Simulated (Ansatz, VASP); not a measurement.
# Two plane-wave programs on Pt

```
CELL_PARAMETERS angstrom
0.00000 1.98361 1.98361
1.98361 0.00000 1.98361
1.98361 1.98361 0.00000
ATOMIC_POSITIONS crystal
Pt 0.00000 0.00000 0.00000
```

Alike in both runs: functional PBE; k mesh 8 × 8 × 8; occupations gaussian, width 0.1 eV; no spin polarisation.

Ansatz relaxed the structure, and its values are those at the end. VASP's run is a single point on that final structure, the one shown.

```csv
,VASP,Ansatz
version,VASP 6.6.1,Ansatz 0.2.0
potentials or method,"VASP PAW PBE potentials, release 64 (Pt), cutoff 500 eV","scalar-relativistic, plane waves, PAW"
valence electrons in the cell,10,18
```

```tsv
	VASP	Ansatz	Ansatz less VASP
gap on the k mesh at the Fermi level (eV)	none	none	-
pressure (GPa)	-0.6	-0.1	+0.48
```

A gap of «none» marks a metal or a gap that the smearing closes. VASP's potentials hold 10 valence electrons a cell and Ansatz's 18, so a difference there can come from the potentials and not from the codes.

Spin-orbit coupling is off throughout.
